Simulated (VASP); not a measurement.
# BiW (NiAs type) (P6_3/mmc) in VASP: relaxation of cell and atoms with PBE

Aim: the relaxation of cell and atoms of BiW (NiAs type) with PBE.

Everything below comes from runs of VASP 6.6.1. Logs are shortened: lines on timing, memory, paths and dates and some standing lists are left out, and cuts for length are marked.

**1. The cell of the first run**

The structure is hexagonal, space group P6_3/mmc (No. 194). Conventional cell: a = 3.835 Å, b = 3.835 Å, c = 5.944 Å, α = 90.00°, β = 90.00°, γ = 120.00°. Within 3.5 Å of W (site symmetry -3m) lie 6 Bi at 2.67 Å and 2 W at 2.97 Å. Within 3.5 Å of Bi (site symmetry -6m2) lie 6 W at 2.67 Å.

**2. Relaxation of cell and atoms, PBE, target pressure 38 GPa, at which the enthalpy is minimised**

The input, INCAR:

```
ALGO = Normal
EDIFF = 1E-6
EDIFFG = -0.005
ENCUT = 600
GGA = PE
IBRION = 2
ISIF = 3
ISMEAR = -1
LASPH = T
LCHARG = F
LREAL = F
LWAVE = F
NELM = 80
NSW = 60
PREC = Accurate
PSTRESS = 380.0
SIGMA = 0.1
```

The input, KPOINTS:

```
k-points
0
Gamma
  9 9 5
```

The input, POSCAR:

```
BiW
1.0
    3.8346702785      0.0000000000      0.0000000000
   -1.9173351393      3.3209218764      0.0000000000
    0.0000000000      0.0000000000      5.9437389317
W Bi
2 2
Direct
    0.0000000000      0.0000000000      0.0000000000
    0.0000000000      0.0000000000      0.5000000000
    0.3333333333      0.6666666667      0.2500000000
    0.6666666667      0.3333333333      0.7500000000
```

Potentials or basis: VASP PAW PBE potentials, release 64 (W_sv, Bi_d).

Started as:

```
cat potpaw_PBE.64/W_sv/POTCAR potpaw_PBE.64/Bi_d/POTCAR > POTCAR
mpirun -np 1 vasp_std > vasp.out
```

OUTCAR:

```text
EDIFF = 1E-6
   EDIFFG = -0.005
   ENCUT = 600
   GGA = PE
   IBRION = 2
   ISIF = 3
   ISMEAR = -1
   LASPH = T
   LREAL = F
   NELM = 80
   NSW = 60
   PREC = Accurate
   PSTRESS = 380.0

 ion  position               nearest neighbor table
   1  0.000  0.000  0.000-   3 2.67   4 2.67   4 2.67   3 2.67   4 2.67   3 2.67   2 2.97   2 2.97

   2  0.000  0.000  0.500-   3 2.67   4 2.67   4 2.67   3 2.67   4 2.67   3 2.67   1 2.97   1 2.97

   3  0.333  0.667  0.250-   1 2.67   2 2.67   1 2.67   2 2.67   1 2.67   2 2.67   4 3.71   4 3.71
                             4 3.71   4 3.71   4 3.71   4 3.71
   4  0.667  0.333  0.750-   1 2.67   2 2.67   1 2.67   2 2.67   1 2.67   2 2.67   3 3.71   3 3.71
                             3 3.71   3 3.71   3 3.71   3 3.71

  LATTYP: Found a hexagonal cell.
 ALAT       =     3.8346702785
 C/A-ratio  =     1.5500000000

  Lattice vectors:

 A1 = (   3.8346702785,   0.0000000000,   0.0000000000)
 A2 = (  -1.9173351393,   3.3209218764,   0.0000000000)
 A3 = (   0.0000000000,   0.0000000000,   5.9437389317)

Analysis of symmetry for initial positions (statically):
=====================================================================
 Subroutine PRICEL returns:
 Original cell was already a primitive cell.

 Routine SETGRP: Setting up the symmetry group for a
 hexagonal supercell.

 Subroutine GETGRP returns: Found 24 space group operations
 (whereof 12 operations were pure point group operations)
 out of a pool of 24 trial point group operations.

The static configuration has the point symmetry D_3d.
 The point group associated with its full space group is D_6h.

Analysis of symmetry for dynamics (positions and initial velocities):
=====================================================================
 Subroutine PRICEL returns:
 Original cell was already a primitive cell.

 Routine SETGRP: Setting up the symmetry group for a
 hexagonal supercell.

 Subroutine GETGRP returns: Found 24 space group operations
 (whereof 12 operations were pure point group operations)
 out of a pool of 24 trial point group operations.

The dynamic configuration has the point symmetry D_3d.
 The point group associated with its full space group is D_6h.

 Subroutine INISYM returns: Found 24 space group operations
 (whereof 12 operations are pure point group operations),
 and found     1 'primitive' translations

----------------------------------------------------------------------------------------

                                     Primitive cell

  volume of cell :      75.6914

  direct lattice vectors                    reciprocal lattice vectors
     3.834670278  0.000000000  0.000000000     0.260778614  0.150560603  0.000000000
    -1.917335139  3.320921876  0.000000000     0.000000000  0.301121206  0.000000000
     0.000000000  0.000000000  5.943738932     0.000000000  0.000000000  0.168244267

  length of vectors
     3.834670278  3.834670279  5.943738932     0.301121206  0.301121206  0.168244267

  position of ions in fractional coordinates (direct lattice)
     0.000000000  0.000000000  0.000000000
     0.000000000  0.000000000  0.500000000
     0.333333333  0.666666667  0.250000000
     0.666666667  0.333333333  0.750000000

  ion indices of the primitive-cell ions
   primitive index   ion index
                 1           1
                 2           2
                 3           3
                 4           4

----------------------------------------------------------------------------------------

 KPOINTS: k-points

Automatic generation of k-mesh.
 Grid dimensions read from file:
 generate k-points for:    9    9    5

 Generating k-lattice:

  Cartesian coordinates                     Fractional coordinates (reciprocal lattice)
     0.028975402  0.016728956  0.000000000     0.111111111  0.000000000  0.000000000
     0.000000000  0.033457912  0.000000000     0.000000000  0.111111111  0.000000000
     0.000000000  0.000000000  0.033648853     0.000000000  0.000000000  0.200000000

  Length of vectors
     0.033457912  0.033457912  0.033648853

  Shift w.r.t. Gamma in fractional coordinates (k-lattice)
     0.000000000  0.000000000  0.000000000

 Subroutine IBZKPT returns following result:
 ===========================================

 Found     36 irreducible k-points:

 Following reciprocal coordinates:
            Coordinates               Weight
  0.000000  0.000000  0.000000      1.000000
  0.111111  0.000000  0.000000      6.000000
  0.222222  0.000000  0.000000      6.000000
  0.333333  0.000000  0.000000      6.000000
  0.444444  0.000000  0.000000      6.000000
  0.111111  0.111111  0.000000      6.000000
[... 16 lines left out ...]
  0.333333  0.222222  0.200000     24.000000
  0.333333  0.333333  0.200000      4.000000
 [... further k-points ...]
   k-points           NKPTS =     36   k-points in BZ     NKDIM =     36   number of bands    NBANDS=     34
   number of dos      NEDOS =    301   number of ions     NIONS =      4
   total plane-waves  NPLWV =  49152
   dimension x,y,z NGX =    32 NGY =   32 NGZ =   48
   dimension x,y,z NGXF=    64 NGYF=   64 NGZF=   96
   ions per type =               2   2
   NGX,Y,Z   is equivalent  to a cutoff of  13.87, 13.87, 13.43 a.u.
   NGXF,Y,Z  is equivalent  to a cutoff of  27.75, 27.75, 26.85 a.u.
 SYSTEM =  unknown system
   PREC   = accura    normal or accurate (medium, high low for compatibility)
   ISTART =      0    job   : 0-new  1-cont  2-samecut
   ICHARG =      2    charge: 1-file 2-atom 10-const
   ISPIN  =      1    spin polarized calculation?
   LNONCOLLINEAR =      F non collinear calculations
   LSORBIT =      F    spin-orbit coupling
   LASPH  =      T    aspherical Exc in radial PAW
   ENCUT  =  600.0 eV  44.10 Ry    6.64 a.u.   7.66  7.66 11.87*2*pi/ulx,y,z
   NELM   =     80;   NELMIN=  2; NELMDL= -5     # of ELM steps
   EDIFF  = 0.1E-05   stopping-criterion for ELM
   LREAL  =      F    real-space projection
   EDIFFG = -.5E-02   stopping-criterion for IOM
   NSW    =     60    number of steps for IOM
   IBRION =      2    ionic relax: 0-MD 1-quasi-New 2-CG
   NFREE  =      1    steps in history (QN), initial steepest desc. (CG)
   ISIF   =      3    stress and relaxation
   ISYM   =      2    0-nonsym 1-usesym 2-fastsym
   POTIM  = 0.5000    time-step for ionic-motion
   TEBEG  =    0.0;   TEEND  =   0.0 temperature during run
   PSTRESS=  380.0 pullay stress
   NELECT =      58.0000    total number of electrons
   NUPDOWN=      -1.0000    fix difference up-down
   EMIN   =  10.00;   EMAX   =-10.00  energy-range for DOS
   EFERMI =   0.00;   METHOD = LEGACY
   ISMEAR =    -1;   SIGMA  =   0.10  broadening in eV -4-tet -1-fermi 0-gaus
   EFERMI_NEDOS =   21; number of points for ismear=-14 and -15
   IALGO  =     38    algorithm
   IMIX   =      4    mixing-type and parameters
     AMIX     =   0.40;   BMIX     =  1.00
     AMIX_MAG =   1.60;   BMIX_MAG =  1.00
  volume/ion in A,a.u.               =      18.92       127.70
  Fermi-wavevector in a.u.,A,eV,Ry     =   1.498081  2.830963 30.534839  2.244247
  Thomas-Fermi vector in A             =   2.609886
   LORBIT       =      0    0 simple, 1 ext, 2 COOP (PROOUT), +10 PAW based schemes
   GGA     = PE    functional components
   LHFCALC =     F    Hartree Fock is set to
   AEXX    =    0.0000 exact exchange contribution
   IVDW    =     0    specifies the selected vdW correction
   LEPSILON=     F    determine dielectric tensor
   LRPA    =     F    only Hartree local field effects (RPA)
 conjugate gradient relaxation of ions
 non-spin polarized calculation
  energy-cutoff  :      600.00
  volume of cell :       75.69
 maximum number of plane-waves:      2550
 NGX is ok and might be reduce to    32
   NGX = 15   NGY = 15   NGZ = 23

--------------------------------------- Ionic step        1  -------------------------------------------

 number of electron      57.9999997 magnetization

 Free energy of the ion-electron system (eV)
  ---------------------------------------------------
  ext. energy  EPLUGINS =         0.00000000
  ---------------------------------------------------
  free energy    TOTEN  =       -26.37356241 eV

  energy without entropy =      -26.20719034  energy(sigma->0) =      -26.29037638

------------------------ aborting loop because EDIFF is reached ----------------------------------------

  FORCE on cell =-STRESS in cart. coord.  units (eV):
  Direction    XX          YY          ZZ          XY          YZ          ZX
  --------------------------------------------------------------------------------------
  -------------------------------------------------------------------------------------
  Total       19.8181125     19.8181125     17.7577735     -0.0000000      0.0000000      0.0000000
  in kB      419.4946818    419.4946818    375.8829982     -0.0000000      0.0000000      0.0000000
  external PRESSURE =      24.9574539 kB  Pullay stress =     380.0000000 kB
[... 99 lines left out ...]
  FREE ENERGIE OF THE ION-ELECTRON SYSTEM (eV)
  ---------------------------------------------------
  free  energy   TOTEN  =       -26.8434970314 eV

  energy  without entropy=      -26.6821722400  energy(sigma->0) =      -26.76283464

  enthalpy is  TOTEN    =        -8.4458490114 eV   P V=       18.3976480201

[... ionic steps 4 to 26 ...]

--------------------------------------- Ionic step       27  -------------------------------------------

 number of electron      57.9999994 magnetization

------------------------ aborting loop because EDIFF is reached ----------------------------------------

  FORCE on cell =-STRESS in cart. coord.  units (eV):
  Direction    XX          YY          ZZ          XY          YZ          ZX
  --------------------------------------------------------------------------------------
  -------------------------------------------------------------------------------------
  Total       18.4719486     18.4719486     18.4924789     -0.0000000      0.0000000      0.0000000
  in kB      380.5998596    380.5998598    381.0228708     -0.0000000      0.0000000      0.0000000
  external PRESSURE =       0.7408634 kB  Pullay stress =     380.0000000 kB
[... 65 lines left out ...]
  enthalpy is  TOTEN    =        -9.6064354187 eV   P V=       18.4434415815

--------------------------------------- Ionic step       29  -------------------------------------------

 number of electron      57.9999994 magnetization

 Free energy of the ion-electron system (eV)
  ---------------------------------------------------
  ext. energy  EPLUGINS =         0.00000000
  ---------------------------------------------------
  free energy    TOTEN  =       -28.05321637 eV

  energy without entropy =      -27.98683388  energy(sigma->0) =      -28.02002512

 E-fermi :  11.3363     XC(G=0): -12.3994

 val. band max:       11.3206245250   @ k =   0.2222   0.2222   0.0000
 cond. band min:      11.3550327851   @ k =   0.0000   0.0000   0.4000
 fundamental gap:      0.0344082601
 Fermi energy:        11.3362680600

 k-point     1 :       0.0000    0.0000    0.0000
  band No.  band energies     occupation
      1     -62.2166      2.00000
      2     -62.0311      2.00000
      3     -27.5536      2.00000
      4     -26.6329      2.00000
      5     -26.6329      2.00000
      6     -26.3710      2.00000
[... 877 lines left out ...]
     33      13.8923      0.00000
     34      13.8923      0.00000

 [... further k-points ...]
[... 5 lines left out ...]
  --------------------------------------------------------------------------------------
  -------------------------------------------------------------------------------------
  Total       18.4476933     18.4476933     18.4451787     -0.0000000      0.0000000      0.0000000
  in kB      380.0188420    380.0188422    379.9670400     -0.0000001      0.0000000      0.0000000
  external PRESSURE =       0.0015747 kB  Pullay stress =     380.0000000 kB
[... 19 lines left out ...]
  FREE ENERGIE OF THE ION-ELECTRON SYSTEM (eV)
  ---------------------------------------------------
  free  energy   TOTEN  =       -28.0532163680 eV

  energy  without entropy=      -27.9868338791  energy(sigma->0) =      -28.02002512

  enthalpy is  TOTEN    =        -9.6064377003 eV   P V=       18.4467786677

 reached required accuracy - stopping structural energy minimisation
```

It took 17 min on 1 thread of AMD EPYC 9R45 (Zen 5), shared host; peak memory 0.26 GiB.

Results:

```yaml
Free_energy: -28.0532 eV
Relaxed_volume: 19.44 Å³/atom
Relaxed_cell: a = 4.244 Å, b = 4.244 Å, c = 4.985 Å, α = 90.00°, β = 90.00°, γ = 120.00°
Space_group_after_relaxing_to_0.1_Å: P6_3/mmc (No. 194)
Energy_change_on_relaxing_the_run_minimises_the_enthalpy: -419.9 meV/atom
Ionic_steps: 29
Pressure_after_relaxing: 38.0 GPa
Band_gap_on_the_k_mesh: zero (bands 29 and 30 overlap by 1.21 eV)
```

Step by step:
```
step  energy change (eV)  largest force (eV/Å)  pressure (GPa)  volume (Å³)
   1              0.0000                0.0000           40.50        75.69
   2             -0.7839                0.0000           29.74        78.95
   3             -0.4699                0.0000           34.08        77.57
   4             -0.5739                0.0000           33.01        77.93
   5             -0.8960                0.0000           29.86        79.01
   6             -1.5276                0.0000           24.04        81.11
   7             -2.5542                0.0000           14.85        85.08
   8             -2.0584                0.0000           19.27        83.03
   9             -2.0899                0.0000           19.06        83.12
  10             -2.1822                0.0000           18.45        83.40
  11             -2.3575                0.0000           17.30        83.94
  12             -2.6638                0.0000           15.40        84.97
  13             -2.6542                0.0000           16.14        84.67
  14             -2.6117                0.0000           18.51        83.78
  15             -2.4556                0.0000           23.83        81.98
  16             -1.7781                0.0000           37.25        78.33
  17             -1.9354                0.0000           34.67        78.96
  18             -1.9065                0.0000           35.13        78.84
  19             -1.8841                0.0000           35.44        78.72
  20             -1.8132                0.0000           36.35        78.37
  21             -1.6518                0.0000           38.32        77.66
  22             -1.6843                0.0000           37.93        77.80
  23             -1.6793                0.0000           37.99        77.77
  24             -1.6786                0.0000           37.99        77.77
  25             -1.6768                0.0000           38.03        77.76
  26             -1.6730                0.0000           38.11        77.75
  27             -1.6757                0.0000           38.07        77.76
  28             -1.6763                0.0000           38.05        77.76
  29             -1.6797                0.0000           38.00        77.78
```

Final structure:
```xyz
4
Lattice="4.2443 0.0000 0.0000 -2.1222 3.6757 0.0000 0.0000 0.0000 4.9854" Properties=species:S:1:pos:R:3 pbc="T T T"
W     0.0000    0.0000    0.0000
W     0.0000    0.0000    2.4927
Bi    0.0000    2.4505    1.2463
Bi    2.1222    1.2252    3.7390
```

Caveat: the cell is relaxed towards a set pressure, so the run minimises the enthalpy, not the energy; a cell axis changed by over 15 % at a fixed basis, so the end point is rough; spin-orbit coupling is left out, which moves the levels of the heavy elements.

The gap in the log of VASP goes by the Fermi energy; the results here count the filled bands.